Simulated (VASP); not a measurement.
A run of VASP 6.6.1 is set up as follows.

File INCAR:

```
PREC = Accurate
ENCUT = 520
EDIFF = 1E-6
ISMEAR = -1
SIGMA = 0.05
LREAL = F
LASPH = T
NELM = 100
ALGO = Normal
ISIF = 2
LWAVE = F
LCHARG = F
GGA = PE
NBANDS = 10
```

The input KPOINTS:

```
regular mesh
0
Gamma
  10 10 10
```

The input POSCAR:

```
Cs
1.0
    0.0000000000      3.6725340175      3.6725340175
    3.6725340175      0.0000000000      3.6725340175
    3.6725340175      3.6725340175      0.0000000000
Cs
1
Direct
    0.0000000000      0.0000000000      0.0000000000
```

Potentials or basis: VASP PAW PBE potentials, release 64 (Cs_sv).

The run is started by

```console
$ cat potpaw_PBE.64/Cs_sv/POTCAR > POTCAR
$ mpirun -np 1 vasp_std > vasp.out
```

(1) Predict the band gap on the k mesh.

(2) What does it give for the pressure?

Answers

(1) zero (an odd number of electrons rules out a gap without spin polarisation).

(2) 0.4 GPa.

Caveat: spin-orbit coupling is left out, which moves the levels of the heavy elements.
